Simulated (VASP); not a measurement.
# ZnS (R3m) in VASP: further runs

Runs on ZnS. Level: r2SCAN. Tasks: single point.

All numbers are computed with VASP 6.6.1; they aren't measurements. Logs are shortened: lines on timing, memory, paths and dates and some standing lists are left out, and cuts for length are marked.

## Step 1: The cell of the first run

Symmetry: R3m, No. 160, trigonal system. The conventional cell has a = 3.599 Å, b = 3.599 Å, c = 10.580 Å, α = 90.00°, β = 90.00°, γ = 120.00°. Zn (site symmetry 3m) has 4 S at 2.26 to 2.65 Å within 3.0 Å. S (site symmetry 3m) has 4 Zn at 2.26 to 2.65 Å within 3.0 Å.

## Step 2: Single point, r2SCAN

The input, POSCAR:

```
ZnS
1.0
    0.3393564127      2.8845295082      2.8845295082
    2.8845295082      0.3393564127      2.8845295082
    2.8845295082      2.8845295082      0.3393564127
Zn S
1 1
Direct
    0.0000000000      0.0000000000      0.0000000000
    0.7500000000      0.7500000000      0.7500000000
```

The input, INCAR.step1:

```
SYSTEM = ZnS
  ALGO = Normal
  EDIFF = 1E-4
  ENCUT = 520
  GGA = PE
  ISMEAR = 0
  LASPH = .TRUE.
  LCHARG = .FALSE.
  LREAL = .FALSE.
  LWAVE = .TRUE.
  NBANDS = 16
  NELM = 60
  PREC = Accurate
  SIGMA = 0.05
```

The input, INCAR.step2:

```
SYSTEM = ZnS
  ALGO = Normal
  EDIFF = 1E-7
  ENCUT = 520
  ISIF = 2
  ISMEAR = 0
  ISTART = 1
  LASPH = .TRUE.
  LCHARG = .TRUE.
  LELF = .TRUE.
  LMIXTAU = .TRUE.
  LREAL = .FALSE.
  LVHAR = .TRUE.
  LWAVE = .FALSE.
  METAGGA = R2SCAN
  NBANDS = 16
  NELM = 60
  PREC = Accurate
  SIGMA = 0.05
```

The input, KPOINTS:

```
k-points
0
G
  8 8 8
  0 0 0
```

Potentials or basis: VASP PAW PBE potentials, release 64 (Zn, S).

Launch:

```bash
cat potpaw_PBE.64/Zn/POTCAR potpaw_PBE.64/S/POTCAR > POTCAR
cp INCAR.step1 INCAR
mpirun -np 1 vasp_std > vasp.out
cp INCAR.step2 INCAR
mpirun -np 1 vasp_std > vasp.out
```

OUTCAR:

```text
SYSTEM = ZnS
   EDIFF = 1E-7
   ENCUT = 520
   ISIF = 2
   ISMEAR = 0
   ISTART = 1
   LASPH = .TRUE.
   LREAL = .FALSE.
   METAGGA = R2SCAN
   NELM = 60
   PREC = Accurate

 ion  position               nearest neighbor table
   1  0.000  0.000  0.000-   2 2.26   2 2.26   2 2.26   2 2.65
   2  0.750  0.750  0.750-   1 2.26   1 2.26   1 2.26   1 2.65

  LATTYP: Found a trigonal (rhomboedric) cell.
 ALAT       =     4.0934317806
 COS(alpha) =     0.6134020618

  Lattice vectors:

 A1 = (   0.3393564127,   2.8845295082,   2.8845295082)
 A2 = (   2.8845295082,   0.3393564127,   2.8845295082)
 A3 = (   2.8845295082,   2.8845295082,   0.3393564127)

Analysis of symmetry for initial positions (statically):
=====================================================================
 Subroutine PRICEL returns:
 Original cell was already a primitive cell.

 Routine SETGRP: Setting up the symmetry group for a
 trigonal (rhombohedral) supercell.

 Subroutine GETGRP returns: Found  6 space group operations
 (whereof  6 operations were pure point group operations)
 out of a pool of 12 trial point group operations.

The static configuration has the point symmetry C_3v.

Analysis of symmetry for dynamics (positions and initial velocities):
=====================================================================
 Subroutine PRICEL returns:
 Original cell was already a primitive cell.

 Routine SETGRP: Setting up the symmetry group for a
 trigonal (rhombohedral) supercell.

 Subroutine GETGRP returns: Found  6 space group operations
 (whereof  6 operations were pure point group operations)
 out of a pool of 12 trial point group operations.

The dynamic configuration has the point symmetry C_3v.

 Subroutine INISYM returns: Found  6 space group operations
 (whereof  6 operations are pure point group operations),
 and found     1 'primitive' translations

----------------------------------------------------------------------------------------

                                     Primitive cell

  volume of cell :      39.5697

  direct lattice vectors                    reciprocal lattice vectors
     0.339356413  2.884529508  2.884529508    -0.207364198  0.185536388  0.185536388
     2.884529508  0.339356413  2.884529508     0.185536388 -0.207364198  0.185536388
     2.884529508  2.884529508  0.339356413     0.185536388  0.185536388 -0.207364198

  length of vectors
     4.093431781  4.093431781  4.093431781     0.334435962  0.334435962  0.334435962

  position of ions in fractional coordinates (direct lattice)
     0.000000000  0.000000000  0.000000000
     0.750000000  0.750000000  0.750000000

  ion indices of the primitive-cell ions
   primitive index   ion index
                 1           1
                 2           2

----------------------------------------------------------------------------------------

 KPOINTS: k-points

Automatic generation of k-mesh.
 Grid dimensions read from file:
 generate k-points for:    8    8    8

 Generating k-lattice:

  Cartesian coordinates                     Fractional coordinates (reciprocal lattice)
    -0.025920525  0.023192048  0.023192048     0.125000000  0.000000000  0.000000000
     0.023192048 -0.025920525  0.023192048     0.000000000  0.125000000  0.000000000
     0.023192048  0.023192048 -0.025920525     0.000000000  0.000000000  0.125000000

  Length of vectors
     0.041804495  0.041804495  0.041804495

  Shift w.r.t. Gamma in fractional coordinates (k-lattice)
     0.000000000  0.000000000  0.000000000

 Subroutine IBZKPT returns following result:
 ===========================================

 Found     65 irreducible k-points:

 Following reciprocal coordinates:
            Coordinates               Weight
  0.000000  0.000000  0.000000      1.000000
  0.125000  0.000000 -0.000000      6.000000
  0.250000  0.000000 -0.000000      6.000000
  0.375000  0.000000  0.000000      6.000000
  0.500000  0.000000 -0.000000      3.000000
  0.125000  0.125000  0.000000      6.000000
[... 16 lines left out ...]
  0.250000  0.125000  0.125000      6.000000
  0.375000  0.125000  0.125000      6.000000
 [... further k-points ...]
   k-points           NKPTS =     65   k-points in BZ     NKDIM =     65   number of bands    NBANDS=     16
   number of dos      NEDOS =    301   number of ions     NIONS =      2
   total plane-waves  NPLWV =  27000
   dimension x,y,z NGX =    30 NGY =   30 NGZ =   30
   dimension x,y,z NGXF=    60 NGYF=   60 NGZF=   60
   ions per type =               1   1
   NGX,Y,Z   is equivalent  to a cutoff of  12.18, 12.18, 12.18 a.u.
   NGXF,Y,Z  is equivalent  to a cutoff of  24.37, 24.37, 24.37 a.u.
 SYSTEM =  ZnS
   PREC   = accura    normal or accurate (medium, high low for compatibility)
   ISTART =      1    job   : 0-new  1-cont  2-samecut
   ICHARG =      0    charge: 1-file 2-atom 10-const
   ISPIN  =      1    spin polarized calculation?
   LNONCOLLINEAR =      F non collinear calculations
   LSORBIT =      F    spin-orbit coupling
   LASPH  =      T    aspherical Exc in radial PAW
   ENCUT  =  520.0 eV  38.22 Ry    6.18 a.u.   7.61  7.61  7.61*2*pi/ulx,y,z
   NELM   =     60;   NELMIN=  2; NELMDL=  0     # of ELM steps
   EDIFF  = 0.1E-06   stopping-criterion for ELM
   LREAL  =      F    real-space projection
   EDIFFG = 0.1E-05   stopping-criterion for IOM
   NSW    =      0    number of steps for IOM
   IBRION =     -1    ionic relax: 0-MD 1-quasi-New 2-CG
   NFREE  =      0    steps in history (QN), initial steepest desc. (CG)
   ISIF   =      2    stress and relaxation
   ISYM   =      2    0-nonsym 1-usesym 2-fastsym
   POTIM  = 0.5000    time-step for ionic-motion
   TEBEG  =    0.0;   TEEND  =   0.0 temperature during run
   PSTRESS=    0.0 pullay stress
   NELECT =      18.0000    total number of electrons
   NUPDOWN=      -1.0000    fix difference up-down
   EMIN   =  10.00;   EMAX   =-10.00  energy-range for DOS
   EFERMI =   0.00;   METHOD = LEGACY
   ISMEAR =     0;   SIGMA  =   0.05  broadening in eV -4-tet -1-fermi 0-gaus
   EFERMI_NEDOS =   21; number of points for ismear=-14 and -15
   IALGO  =     38    algorithm
   IMIX   =      4    mixing-type and parameters
     AMIX     =   0.40;   BMIX     =  1.00
     AMIX_MAG =   1.60;   BMIX_MAG =  1.00
  volume/ion in A,a.u.               =      19.78       133.51
  Fermi-wavevector in a.u.,A,eV,Ry     =   1.259055  2.379268 21.568210  1.585219
  Thomas-Fermi vector in A             =   2.392634
   LORBIT       =      0    0 simple, 1 ext, 2 COOP (PROOUT), +10 PAW based schemes
   METAGGA = R2SCAN    functional components
   LHFCALC =     F    Hartree Fock is set to
   AEXX    =    0.0000 exact exchange contribution
   IVDW    =     0    specifies the selected vdW correction
   LEPSILON=     F    determine dielectric tensor
   LRPA    =     F    only Hartree local field effects (RPA)
 non-spin polarized calculation
 Gauss-broadening in eV      SIGMA  =   0.05
  energy-cutoff  :      520.00
  volume of cell :       39.57
 maximum number of plane-waves:      1087
   NGX = 15   NGY = 15   NGZ = 15

 number of electron      18.0000015 magnetization

 Free energy of the ion-electron system (eV)
  ---------------------------------------------------
  ext. energy  EPLUGINS =         0.00000000
  ---------------------------------------------------
  free energy    TOTEN  =       -18.53710420 eV

  energy without entropy =      -18.53710420  energy(sigma->0) =      -18.53710420

 E-fermi :   2.4433     XC(G=0): -10.2487

 val. band max:        2.1632403261   @ k =   0.0000   0.0000   0.0000
 cond. band min:       3.9000952885   @ k =   0.0000   0.0000   0.0000
 fundamental gap:      1.7368549624
 Fermi energy:         2.4433215349

 k-point     1 :       0.0000    0.0000    0.0000
  band No.  band energies     occupation
      1     -11.9254      2.00000
      2      -4.7907      2.00000
      3      -4.7907      2.00000
      4      -4.6921      2.00000
      5      -4.2082      2.00000
      6      -4.2081      2.00000
[... 8 lines left out ...]
     15      14.3968      0.00000
     16      14.5623      0.00000

 k-point     2 :       0.1250    0.0000   -0.0000
  band No.  band energies     occupation
      1     -11.7865      2.00000
      2      -4.7978      2.00000
      3      -4.7627      2.00000
      4      -4.6583      2.00000
      5      -4.2172      2.00000
      6      -4.2068      2.00000
[... 8 lines left out ...]
     15      13.8751      0.00000
     16      15.5366      0.00000

 k-point     3 :       0.2500    0.0000   -0.0000
  band No.  band energies     occupation
      1     -11.4216      2.00000
      2      -4.7735      2.00000
      3      -4.7010      2.00000
      4      -4.5783      2.00000
      5      -4.2267      2.00000
      6      -4.1930      2.00000
[... 8 lines left out ...]
     15      14.0214      0.00000
     16      14.6617      0.00000

 k-point     4 :       0.3750    0.0000    0.0000
  band No.  band energies     occupation
      1     -11.0032      2.00000
      2      -4.6617      2.00000
      3      -4.6522      2.00000
      4      -4.4316      2.00000
      5      -4.1991      2.00000
      6      -4.1590      2.00000
[... 8 lines left out ...]
     15      14.8302      0.00000
     16      15.7217      0.00000

 k-point     5 :       0.5000    0.0000   -0.0000
  band No.  band energies     occupation
      1     -10.8092      2.00000
      2      -4.6368      2.00000
      3      -4.6148      2.00000
      4      -4.2476      2.00000
      5      -4.1374      2.00000
      6      -3.9619      2.00000
[... 8 lines left out ...]
     15      14.5654      0.00000
     16      17.3988      0.00000

 k-point     6 :       0.1250    0.1250    0.0000
  band No.  band energies     occupation
      1     -11.7621      2.00000
      2      -4.8045      2.00000
      3      -4.7547      2.00000
      4      -4.6480      2.00000
      5      -4.2254      2.00000
      6      -4.1988      2.00000
[... 8 lines left out ...]
     15      14.5238      0.00000
     16      15.9499      0.00000

 k-point     7 :       0.2500    0.1250   -0.0000
  band No.  band energies     occupation
      1     -11.4899      2.00000
      2      -4.7925      2.00000
      3      -4.7095      2.00000
      4      -4.5809      2.00000
      5      -4.2358      2.00000
      6      -4.1886      2.00000
[... 8 lines left out ...]
     15      14.2319      0.00000
     16      16.5735      0.00000

 k-point     8 :       0.3750    0.1250    0.0000
  band No.  band energies     occupation
      1     -11.0878      2.00000
      2      -4.6949      2.00000
      3      -4.6428      2.00000
      4      -4.4937      2.00000
      5      -4.2224      2.00000
      6      -4.1588      2.00000
[... 8 lines left out ...]
     15      14.9136      0.00000
     16      16.1222      0.00000

 k-point     9 :       0.5000    0.1250   -0.0000
  band No.  band energies     occupation
      1     -10.7886      2.00000
      2      -4.6588      2.00000
      3      -4.5542      2.00000
      4      -4.2651      2.00000
      5      -4.1917      2.00000
      6      -4.0337      2.00000
[... 8 lines left out ...]
     15      14.8541      0.00000
     16      16.0258      0.00000
[... 172 lines left out ...]
 k-point    19 :       0.5000    0.3750   -0.0000
  band No.  band energies     occupation
      1     -10.6578      2.00000
      2      -4.7464      2.00000
      3      -4.5029      2.00000
      4      -4.3031      2.00000
      5      -4.1449      2.00000
      6      -4.0123      2.00000
[... 8 lines left out ...]
     15      15.1665      0.00000
     16      17.6432      0.00000

 k-point    20 :      -0.3750    0.3750    0.0000
  band No.  band energies     occupation
      1     -10.5744      2.00000
      2      -4.6959      2.00000
      3      -4.3788      2.00000
      4      -4.3149      2.00000
      5      -4.1904      2.00000
      6      -3.8143      2.00000
[... 8 lines left out ...]
     15      15.1974      0.00000
     16      16.9847      0.00000

 k-point    21 :       0.5000    0.5000    0.0000
  band No.  band energies     occupation
      1     -10.6236      2.00000
      2      -4.7849      2.00000
      3      -4.5151      2.00000
      4      -4.2580      2.00000
      5      -4.1184      2.00000
      6      -3.9963      2.00000
[... 8 lines left out ...]
     15      16.3785      0.00000
     16      16.5665      0.00000

 k-point    22 :       0.1250    0.1250    0.1250
  band No.  band energies     occupation
      1     -11.8524      2.00000
      2      -4.7814      2.00000
      3      -4.7814      2.00000
      4      -4.6783      2.00000
      5      -4.2074      2.00000
      6      -4.2074      2.00000
[... 8 lines left out ...]
     15      14.1720      0.00000
     16      15.1314      0.00000

 k-point    23 :       0.2500    0.1250    0.1250
  band No.  band energies     occupation
      1     -11.6743      2.00000
      2      -4.7764      2.00000
      3      -4.7505      2.00000
      4      -4.6325      2.00000
      5      -4.2126      2.00000
      6      -4.2066      2.00000
[... 8 lines left out ...]
     15      13.4987      0.00000
     16      16.2897      0.00000

 k-point    24 :       0.3750    0.1250    0.1250
  band No.  band energies     occupation
      1     -11.2982      2.00000
      2      -4.7260      2.00000
      3      -4.6864      2.00000
      4      -4.5375      2.00000
      5      -4.2073      2.00000
      6      -4.2007      2.00000
[... 8 lines left out ...]
     15      13.6206      0.00000
     16      15.2416      0.00000

 [... further k-points ...]
[... 5 lines left out ...]
  --------------------------------------------------------------------------------------
  -------------------------------------------------------------------------------------
  Total        0.6884375      0.6884375      0.6884375     -1.6688991     -1.6688991     -1.6688991
  in kB       27.8748071     27.8748071     27.8748071    -67.5736611    -67.5736611    -67.5736611
  external PRESSURE =      27.8748071 kB  Pullay stress =       0.0000000 kB

 VOLUME and BASIS-vectors are now :
 -----------------------------------------------------------------------------
  energy-cutoff  :      520.00
  volume of cell :       39.57
      direct lattice vectors                 reciprocal lattice vectors
     0.339356413  2.884529508  2.884529508    -0.207364198  0.185536388  0.185536388
     2.884529508  0.339356413  2.884529508     0.185536388 -0.207364198  0.185536388
     2.884529508  2.884529508  0.339356413     0.185536388  0.185536388 -0.207364198

 POSITION                                       TOTAL-FORCE (eV/Angst)
 -----------------------------------------------------------------------------------
      0.00000      0.00000      0.00000        -0.262718     -0.262718     -0.262718
      4.58131      4.58131      4.58131         0.262718      0.262718      0.262718
 -----------------------------------------------------------------------------------
    total drift:                                0.002260      0.002260      0.002260

  FREE ENERGIE OF THE ION-ELECTRON SYSTEM (eV)
  ---------------------------------------------------
  free  energy   TOTEN  =       -18.5371042048 eV

  energy  without entropy=      -18.5371042048  energy(sigma->0) =      -18.53710420
```

Run time: 2.2 min. Hardware: 1 thread of AMD EPYC 9R45 (Zen 5), shared host; peak memory 0.16 GiB.

Results:

* Free energy: -18.5371 eV
* Pressure: 2.8 GPa
* Largest force: 0.455 eV/Å
* Band gap on the k mesh: 1.74 eV, direct

Forces on the atoms (eV/Å):
```
Zn  -0.263 -0.263 -0.263
S    0.263  0.263  0.263
```

Stress tensor (GPa, compression positive):
```
 2.79 -6.76 -6.76
-6.76  2.79 -6.76
-6.76 -6.76  2.79
```

Caveat: the PAW data sets were made with another functional, which shifts forces and pressure a little.

## Step 3: Single point, r2SCAN

This run uses another cell than the first one, of the same volume but with other edges.

The input, POSCAR:

```
ZnS
1.0
    1.0575515504      3.3237334441      3.3237334441
    3.3237334441      1.0575515504      3.3237334441
    3.3237334441      3.3237334441      1.0575515504
Zn S
1 1
Direct
    0.0000000000      0.0000000000      0.0000000000
    0.7500000000      0.7500000000      0.7500000000
```

The input, INCAR.step1:

```
  ALGO = Normal
  EDIFF = 1E-4
  ENCUT = 520
  GGA = PE
  ISMEAR = 0
  LASPH = True
  LCHARG = False
  LREAL = False
  LWAVE = True
  NBANDS = 16
  NELM = 80
  PREC = Accurate
  SIGMA = 0.05
```

The input, INCAR.step2:

```
  ALGO = Normal
  EDIFF = 1E-7
  ENCUT = 520
  ISIF = 2
  ISMEAR = 0
  ISTART = 1
  LASPH = True
  LCHARG = False
  LMIXTAU = True
  LREAL = False
  LWAVE = False
  METAGGA = R2SCAN
  NBANDS = 16
  NELM = 80
  PREC = Accurate
  SIGMA = 0.05
```

The input, KPOINTS:

```
k-points
0
Gamma
  8 8 8
```

Potentials or basis: VASP PAW PBE potentials, release 64 (Zn, S).

Launch:

```bash
cat potpaw_PBE.64/Zn/POTCAR potpaw_PBE.64/S/POTCAR > POTCAR
cp INCAR.step1 INCAR
mpirun -np 1 vasp_std > vasp.out
cp INCAR.step2 INCAR
mpirun -np 1 vasp_std > vasp.out
```

Wall time 3.2 min (1 thread of AMD EPYC 9R45 (Zen 5), shared host); peak memory 0.2 GiB.

It converged, with:

* Free energy: -16.7358 eV
* Pressure: 18.8 GPa
* Largest force: 0.742 eV/Å
* Band gap on the k mesh: zero (band 9 reaches 3.50 eV, above the bottom of band 10 at 2.88 eV)

Forces in eV/Å, atoms in the order of the input:
```
Zn  -0.428 -0.428 -0.428
S    0.428  0.428  0.428
```

Stress tensor (GPa, compression positive):
```
 18.83 -12.24 -12.24
-12.24  18.83 -12.24
-12.24 -12.24  18.83
```

Levels at points of the mesh, in eV from the Fermi level:
| k point | band 7 | band 8 | band 9 | band 10 | band 11 | band 12 |
| --- | --- | --- | --- | --- | --- | --- |
| (0.00, 0.00, 0.00) | -4.30 | -1.30 | 0.32 | 0.32 | 7.17 | 8.77 |
| (0.50, 0.00, 0.00) | -6.50 | -3.04 | -1.46 | 1.30 | 5.02 | 6.59 |
| (0.50, 0.50, 0.00) | -6.30 | -3.66 | -1.61 | 1.25 | 5.06 | 6.11 |
| (0.50, 0.50, 0.50) | -6.27 | 0.24 | 0.24 | 3.01 | 7.07 | 8.79 |

Caveat: the PAW data sets were made with another functional, which shifts forces and pressure a little.

[end of part 1 of 2]
